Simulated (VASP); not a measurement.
# Fe6CO7 in VASP: single point with PBE+U

Aim: the single point of Fe6CO7 with PBE+U.

Program: VASP 6.6.1. These are calculated values, not measurements. Logs are shortened: lines on timing, memory, paths and dates and some standing lists are left out, and cuts for length are marked.

### 1 The cell of the first run

The cell holds a slab with vacuum, 14 atoms: a = 5.175 Å, b = 5.175 Å, c = 25.393 Å, α = 90.00°, β = 90.00°, γ = 120.00°.

### 2 Single point, PBE+U, collinear spin, ferromagnetic start

File INCAR:

```
PREC = Accurate ; ENCUT = 520
EDIFF = 1E-6 ; ISMEAR = 0
SIGMA = 0.05 ; LREAL = F
LASPH = T ; NELM = 200
ALGO = Normal ; ISIF = 2
LWAVE = F ; LCHARG = T
ISPIN = 2 ; MAGMOM = 2.93 3.67 4.33 4.31 3.63 3.03 0.25 0.25 0.25 0.26 0.26 0.26 0 0
LORBIT = 11 ; LMAXMIX = 4
LDAU = T ; LDAUTYPE = 2
LDAUL = 2 -1 -1 ; LDAUU = 5.3 0 0
LDAUJ = 0 0 0 ; LDAUPRINT = 1
LDIPOL = T ; IDIPOL = 3
DIPOL = 0.5 0.5 0.472 ; GGA = PE
LVHAR = T ; LVACPOTAV = T
NBANDS = 64 ; GGA_COMPAT = F
NELMDL = -8 ; KPAR = 4
```

File KPOINTS:

```
Automatic mesh
0
Gamma
  6 6 1
```

File POSCAR:

```
Fe6CO7
1.0
    5.1753166770      0.0000000000      0.0000000000
   -2.5876583385      4.4819557149      0.0000000000
    0.0000000000      0.0000000000     25.3926752111
Fe O C
6 7 1
Direct
    0.3333333333      0.6666666667      0.3347422014
    0.0000000000      0.0000000000      0.3582027534
    0.6666666667      0.3333333333      0.4262439632
    0.3333333333      0.6666666667      0.4460969767
    0.0000000000      0.0000000000      0.4778014600
    0.6666666667      0.3333333333      0.5294363543
    0.3333333333      0.3639643707      0.3922233582
    0.6360356293      0.9693689627      0.3922233582
    0.0306310373      0.6666666667      0.3922233582
    0.6301120699      0.6380555811      0.4917942046
    0.3619444189     -0.0079435111      0.4917942046
    1.0079435111      0.3698879301      0.4917942046
    0.3333333333      0.6666666667      0.7159549820
    0.3333333333      0.6666666667      0.6712303288
```

Potentials or basis: VASP PAW PBE potentials, release 64 (Fe, O, C).

Command:

```
$ cat potpaw_PBE.64/Fe/POTCAR potpaw_PBE.64/O/POTCAR potpaw_PBE.64/C/POTCAR > POTCAR
$ mpirun -np 4 vasp_std > vasp.out
```

OUTCAR:

```text
PREC = Accurate
   ENCUT = 520
   EDIFF = 1E-6
   ISMEAR = 0
   LREAL = F
   LASPH = T
   NELM = 200
   ISIF = 2
   ISPIN = 2
   LORBIT = 11
   GGA = PE
   NELMDL = -8

 ion  position               nearest neighbor table
   1  0.333  0.667  0.335-   7 2.14   8 2.14   9 2.14   4 2.83   2 3.05   2 3.05   2 3.05
   2  0.000  0.000  0.358-   9 2.01   7 2.01   8 2.01   5 3.04   1 3.05   1 3.05   1 3.05
   3  0.667  0.333  0.426-   8 2.01   9 2.01   7 2.01  12 2.36  11 2.36  10 2.36   6 2.62   4 3.03
                             4 3.03   4 3.03
   4  0.333  0.667  0.446-  11 1.99  12 1.99  10 1.99   8 2.08   7 2.08   9 2.08   1 2.83   3 3.03
                             3 3.03   3 3.03   5 3.09   5 3.09   5 3.09
   5  0.000  0.000  0.478-  11 1.93  10 1.93  12 1.93   2 3.04   4 3.09   4 3.09   4 3.09
   6  0.667  0.333  0.529-  12 1.93  11 1.93  10 1.93   3 2.62
   7  0.333  0.364  0.392-   2 2.01   3 2.01   4 2.08   1 2.14
   8  0.636  0.969  0.392-   2 2.01   3 2.01   4 2.08   1 2.14
   9  0.031  0.667  0.392-   2 2.01   3 2.01   4 2.08   1 2.14
  10  0.630  0.638  0.492-   5 1.93   6 1.93   4 1.99   3 2.36
  11  0.362  0.992  0.492-   5 1.93   6 1.93   4 1.99   3 2.36
  12  0.008  0.370  0.492-   5 1.93   6 1.93   4 1.99   3 2.36
  13  0.333  0.667  0.716-  14 1.14
  14  0.333  0.667  0.671-  13 1.14

  LATTYP: Found a hexagonal cell.
 ALAT       =     5.1753166770
 C/A-ratio  =     4.9064968959

  Lattice vectors:

 A1 = (   5.1753166770,   0.0000000000,   0.0000000000)
 A2 = (  -2.5876583385,   4.4819557149,   0.0000000000)
 A3 = (   0.0000000000,   0.0000000000,  25.3926752111)

Analysis of symmetry for initial positions (statically):
=====================================================================
 Subroutine PRICEL returns:
 Original cell was already a primitive cell.

 Routine SETGRP: Setting up the symmetry group for a
 hexagonal supercell.

 Subroutine GETGRP returns: Found  3 space group operations
 (whereof  3 operations were pure point group operations)
 out of a pool of 24 trial point group operations.

The static configuration has the point symmetry C_3 .

Analysis of symmetry for dynamics (positions and initial velocities):
=====================================================================
 Subroutine PRICEL returns:
 Original cell was already a primitive cell.

 Routine SETGRP: Setting up the symmetry group for a
 hexagonal supercell.

 Subroutine GETGRP returns: Found  3 space group operations
 (whereof  3 operations were pure point group operations)
 out of a pool of 24 trial point group operations.

The dynamic configuration has the point symmetry C_3 .

Analysis of structural, dynamic, and magnetic symmetry:
=====================================================================
 Subroutine PRICEL returns:
 Original cell was already a primitive cell.

 Routine SETGRP: Setting up the symmetry group for a
 hexagonal supercell.

 Subroutine GETGRP returns: Found  3 space group operations
 (whereof  3 operations were pure point group operations)
 out of a pool of 24 trial point group operations.

The overall configuration has the point symmetry C_3 .

 Subroutine INISYM returns: Found  3 space group operations
 (whereof  3 operations are pure point group operations),
 and found     1 'primitive' translations

----------------------------------------------------------------------------------------

                                     Primitive cell

  volume of cell :     588.9968

  direct lattice vectors                    reciprocal lattice vectors
     5.175316677  0.000000000  0.000000000     0.193224891  0.111558443  0.000000000
    -2.587658338  4.481955715  0.000000000     0.000000000  0.223116885  0.000000000
     0.000000000  0.000000000 25.392675211     0.000000000  0.000000000  0.039381435

  length of vectors
     5.175316677  5.175316677 25.392675211     0.223116885  0.223116885  0.039381435

  position of ions in fractional coordinates (direct lattice)
     0.333333333  0.666666667  0.334742201
[... 319 lines left out ...]
  o =  0.1177  v =  0.0000  0.0000  0.0000  0.0000  0.0000  0.7060  0.6607 -0.0000  0.0026 -0.2550      0.0000  0.0000  0.0000  0.0000  0.0000  0.0000  0.0000  0.0000  0.0000  0.0000
  o =  0.1177  v =  0.0000  0.0000  0.0000  0.0000  0.0000  0.2550  0.0026  0.0000 -0.6607  0.7060      0.0000  0.0000  0.0000  0.0000  0.0000  0.0000  0.0000  0.0000  0.0000  0.0000
  o =  0.9358  v =  0.0000  0.0000  0.0000  0.0000  0.0000 -0.0000  0.0000  1.0000  0.0000 -0.0000      0.0000  0.0000  0.0000  0.0000  0.0000  0.0000  0.0000  0.0000  0.0000  0.0000
  o =  0.9651  v = -0.0000  0.0000  1.0000  0.0000  0.0000  0.0000  0.0000  0.0000  0.0000  0.0000      0.0000  0.0000  0.0000  0.0000  0.0000  0.0000  0.0000  0.0000  0.0000  0.0000
  o =  0.9786  v = -0.5552  0.8184 -0.0000  0.0000  0.1483  0.0000  0.0000  0.0000  0.0000  0.0000      0.0000  0.0000  0.0000  0.0000  0.0000  0.0000  0.0000  0.0000  0.0000  0.0000
  o =  0.9786  v = -0.1483  0.0000  0.0000 -0.8184 -0.5552  0.0000  0.0000  0.0000  0.0000  0.0000      0.0000  0.0000  0.0000  0.0000  0.0000  0.0000  0.0000  0.0000  0.0000  0.0000
  o =  1.0072  v = -0.7904 -0.5747 -0.0000 -0.0006  0.2120  0.0000  0.0000  0.0000  0.0000  0.0000      0.0000  0.0000  0.0000  0.0000  0.0000  0.0000  0.0000  0.0000  0.0000  0.0000
  o =  1.0072  v =  0.2120  0.0006 -0.0000 -0.5747  0.7904  0.0000  0.0000  0.0000  0.0000  0.0000      0.0000  0.0000  0.0000  0.0000  0.0000  0.0000  0.0000  0.0000  0.0000  0.0000

 number of electron      93.9999980 magnetization      25.9271892

 dipolmoment           0.000000      0.000000     -0.156445 electrons x Angstroem

 Free energy of the ion-electron system (eV)
  ---------------------------------------------------
  ext. energy  EPLUGINS =         0.00000000
  ---------------------------------------------------
  free energy    TOTEN  =       -88.62455440 eV

  energy without entropy =      -88.62273769  energy(sigma->0) =      -88.62364604

 E-fermi :  -0.9647     XC(G=0):  -3.9397

 val. band max:       -1.0103601387   @ k =   0.0000   0.0000   0.0000
 cond. band min:      -0.9490182131   @ k =   0.3333   0.3333   0.0000
 fundamental gap:      0.0613419255
 Fermi energy:        -0.9647034523

 spin component 1

 k-point     1 :       0.0000    0.0000    0.0000
  band No.  band energies     occupation
      1     -27.8522      1.00000
      2     -20.5884      1.00000
      3     -19.9949      1.00000
      4     -19.7377      1.00000
      5     -19.7377      1.00000
      6     -19.5510      1.00000
[... 485 lines left out ...]
     58      -2.4748      1.00000
     59      -2.4603      1.00000
 Fermi energy:        -0.9647034523

 spin component 2

 k-point     1 :       0.0000    0.0000    0.0000
  band No.  band energies     occupation
      1     -27.8503      1.00000
      2     -20.1626      1.00000
      3     -19.5791      1.00000
      4     -19.0529      1.00000
      5     -19.0529      1.00000
      6     -18.9216      1.00000
[... 485 lines left out ...]
     58       2.3955      0.00000
     59       2.4986      0.00000
 [bands above 59 left out]

------------------------ aborting loop because EDIFF is reached ----------------------------------------

  FORCE on cell =-STRESS in cart. coord.  units (eV):
  Direction    XX          YY          ZZ          XY          YZ          ZX
  --------------------------------------------------------------------------------------
  -------------------------------------------------------------------------------------
  Total        9.0097946      9.0097946     -4.9496271     -0.0000055      0.0000000      0.0000000
  in kB       24.5082627     24.5082627    -13.4638763     -0.0000149      0.0000000      0.0000000
  external PRESSURE =      11.8508830 kB  Pullay stress =       0.0000000 kB

 VOLUME and BASIS-vectors are now :
 -----------------------------------------------------------------------------
  energy-cutoff  :      520.00
  volume of cell :      589.00
      direct lattice vectors                 reciprocal lattice vectors
     5.175316677  0.000000000  0.000000000     0.193224891  0.111558443  0.000000000
    -2.587658338  4.481955715  0.000000000     0.000000000  0.223116885  0.000000000
     0.000000000  0.000000000 25.392675211     0.000000000  0.000000000  0.039381435

 POSITION                                       TOTAL-FORCE (eV/Angst)
 -----------------------------------------------------------------------------------
     -0.00000      2.98797      8.50000        -0.000000     -0.000000      1.369720
      0.00000      0.00000      9.09573        -0.000000     -0.000000      1.453459
      2.58766      1.49399     10.82347        -0.000000      0.000000     -0.144178
     -0.00000      2.98797     11.32760         0.000000      0.000000      0.241449
      0.00000      0.00000     12.13266        -0.000000      0.000000      0.118898
      2.58766      1.49399     13.44381         0.000000     -0.000000     -0.422938
      0.78329      1.63127      9.95960        -0.536717     -0.154584     -0.657445
      0.78329      4.34467      9.95960         0.402232     -0.387519     -0.657445
     -1.56658      2.98797      9.95960         0.134485      0.542103     -0.657445
      1.60996      2.85974     12.48797        -0.030801      0.074098     -0.214144
     -0.69393      4.44635     12.48797        -0.048770     -0.063723     -0.214144
     -0.91603      1.65782     12.48797         0.079571     -0.010375     -0.214144
     -0.00000      2.98797     18.18001        -0.000000      0.000000      0.994657
     -0.00000      2.98797     17.04433         0.000000     -0.000000     -0.996301
 -----------------------------------------------------------------------------------
    total drift:                                0.000002      0.000002     -0.000950

  FREE ENERGIE OF THE ION-ELECTRON SYSTEM (eV)
  ---------------------------------------------------
  free  energy   TOTEN  =       -88.6245543970 eV

  energy  without entropy=      -88.6227376910  energy(sigma->0) =      -88.62364604

 vacuum level on the upper side and lower side of the slab         1.612         2.835

 total charge

# of ion       s       p       d       tot
------------------------------------------
    1        0.368   0.268   5.964   6.600
    2        0.345   0.356   6.066   6.767
    3        0.315   0.396   6.134   6.844
    4        0.382   0.547   5.786   6.716
    5        0.376   0.430   6.137   6.943
    6        0.350   0.395   6.156   6.902
    7        1.559   3.456   0.000   5.015
    8        1.559   3.456   0.000   5.015
    9        1.559   3.456   0.000   5.015
   10        1.557   3.484   0.000   5.040
   11        1.557   3.484   0.000   5.040
   12        1.557   3.484   0.000   5.040
   13        1.629   3.549   0.000   5.178
   14        1.038   1.450   0.000   2.489
--------------------------------------------------
tot         14.150  28.212  36.244  78.606

 magnetization (x)

# of ion       s       p       d       tot
------------------------------------------
    1        0.130   0.085   3.730   3.945
    2        0.048   0.070   3.703   3.822
    3        0.028   0.035   3.768   3.831
    4        0.027   0.032   4.342   4.401
    5        0.027   0.052   3.727   3.806
    6        0.039   0.059   3.685   3.782
    7        0.018   0.195   0.000   0.212
    8        0.018   0.195   0.000   0.212
    9        0.018   0.195   0.000   0.212
   10        0.014   0.179   0.000   0.193
   11        0.014   0.179   0.000   0.193
   12        0.014   0.179   0.000   0.193
   13        0.000   0.001   0.000   0.001
   14        0.000   0.001   0.000   0.001
--------------------------------------------------
tot          0.395   1.457  22.955  24.807
```

Wall time 57 min (4 MPI ranks of Intel Xeon Platinum 8259CL at 2.50GHz (Skylake/Cascade Lake), shared host); peak memory 1.2 GiB.

Results:

```yaml
Free_energy: -88.6246 eV
Largest_force: 1.453 eV/Å
Net_moment: 25.93 μB per cell
Site_moments: Fe +3.94, +3.82, +3.83, +4.40, +3.81, +3.78; O +0.21, +0.19, +0.00 (each value once); C +0.00 μB
Valence_electrons_inside_the_program's_atomic_spheres: Fe 6.60, 6.77, 6.84, 6.72, 6.94, 6.90; O 5.01, 5.04, 5.18 (each value once); C 2.49
```

Forces on the atoms (eV/Å):
```
Fe   0.000  0.000  1.370
Fe   0.000  0.000  1.453
Fe   0.000  0.000 -0.144
Fe   0.000  0.000  0.241
Fe   0.000  0.000  0.119
Fe   0.000  0.000 -0.423
O   -0.537 -0.155 -0.657
O    0.402 -0.388 -0.657
O    0.134  0.542 -0.657
O   -0.031  0.074 -0.214
O   -0.049 -0.064 -0.214
O    0.080 -0.010 -0.214
O    0.000  0.000  0.995
C    0.000  0.000 -0.996
```

Eigenvalues of the final occupation matrices:
| site | spin | trace | eigenvalues |
| --- | --- | --- | --- |
| site 1 d | 1 | 4.86 | 0.97 0.97 0.97 0.98 0.98 |
| site 1 d | 2 | 1.12 | 0.02 0.02 0.07 0.07 0.95 |
| site 2 d | 1 | 4.90 | 0.97 0.97 0.97 0.99 0.99 |
| site 2 d | 2 | 1.19 | 0.03 0.03 0.10 0.10 0.93 |
| site 3 d | 1 | 4.97 | 0.98 0.98 0.98 1.02 1.02 |
| site 3 d | 2 | 1.19 | 0.03 0.03 0.10 0.10 0.93 |
| site 4 d | 1 | 5.08 | 0.98 0.98 0.99 1.06 1.06 |
| site 4 d | 2 | 0.73 | 0.06 0.06 0.07 0.27 0.27 |
| site 5 d | 1 | 4.95 | 0.97 0.98 0.98 1.01 1.01 |
| site 5 d | 2 | 1.21 | 0.03 0.03 0.12 0.12 0.92 |
| site 6 d | 1 | 4.94 | 0.97 0.98 0.98 1.01 1.01 |
| site 6 d | 2 | 1.25 | 0.04 0.04 0.12 0.12 0.94 |

Caveat: the run started ferromagnetic, and an antiferromagnetic order may lie lower in energy. The state reached can hang on the start; a lower one may exist.
